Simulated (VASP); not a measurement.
Wanted: the native input for a VASP 6.6.1 run.

- Task: single point
- Functional: PBE
- Potentials or basis: VASP PAW PBE potentials, release 64 (B, N)
- Cutoff: 520 eV
- k mesh: 12 × 12 × 12
- Occupations: gaussian, width 0.05 eV
- Spin: no spin polarisation
- Dipole correction: no
- Further INCAR settings: ALGO = Normal; EDIFF = 1e-06; NBANDS = 11

The structure of BN lies in POSCAR:

```
BN
1.0
    0.0000000000      1.7794941133      1.7158365763
    1.7158365763      0.0000000000      1.7158365763
    1.7158365763      1.7794941133      0.0000000000
B N
1 1
Direct
    0.0000000000      0.0000000000      0.0000000000
    0.7500000000      0.7500000000      0.7500000000
```

This cell differs from its parent crystal: volume 5.239 Å^3 an atom, c/a of the conventional cell 1.0371.

The input as run:

INCAR

```
  PREC = Accurate
  ENCUT = 520
  EDIFF = 1E-6
  ISMEAR = 0
  SIGMA = 0.05
  LREAL = False
  LASPH = True
  NELM = 80
  ALGO = Normal
  ISIF = 2
  LWAVE = False
  LCHARG = False
  GGA = PE
  NBANDS = 11
```

KPOINTS

```
Automatic mesh
0
Gamma
  12 12 12
```

Potentials or basis: VASP PAW PBE potentials, release 64 (B, N).

Launch:

```sh
$ cat potpaw_PBE.64/B/POTCAR potpaw_PBE.64/N/POTCAR > POTCAR
$ mpirun -np 1 vasp_std > vasp.out
```

It gave:

```json
{
  "Pressure": "60.5 GPa",
  "Band gap on the k mesh": "4.21 eV, indirect (least direct gap 9.18 eV)"
}
```

Wall time 9.4 s on 1 thread of AMD EPYC 9R14 (Zen 4), with other jobs on the host, peak memory 0.1 GiB.
